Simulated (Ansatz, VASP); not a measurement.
**WC3: VASP beside Ansatz**

```
W C
1.0
     2.54340    0.00000    0.00000
    -1.27170    2.20265    0.00000
     0.00000    0.00000   10.13445
W C
1 3
Direct
  0.00000 0.00000 0.50637
  0.00000 0.00000 0.30214
  0.33333 0.66667 0.96639
  0.66667 0.33333 0.96639
```

Alike in both runs: functional PBE; k mesh 6 × 6 × 4; occupations gaussian, width 0.1 eV; no spin polarisation.

Ansatz relaxed the structure, and its values are those at the end. VASP's run is a single point on that final structure, the one shown.

|  | VASP | Ansatz |
| --- | --- | --- |
| version | VASP 6.6.1 | Ansatz 0.2.0 |
| potentials or method | VASP PAW PBE potentials, release 64 (W_sv, C), cutoff 520 eV | scalar-relativistic, plane waves, PAW |
| valence electrons in the cell | 26 | 26 |

```tsv
	VASP	Ansatz	Ansatz less VASP
gap on the k mesh at the Fermi level (eV)	none	none	-
pressure (GPa)	0.7	0.1	-0.59
rms of the force components (eV/Å)	0.017	0.003	-0.0140
```

A gap of «none» marks a metal or a gap that the smearing closes. The functional is the same, so the differences come from potentials, cutoffs and numerics.

The k mesh is coarse, so the values compare programs but aren't converged. Neither program's run includes spin-orbit coupling.
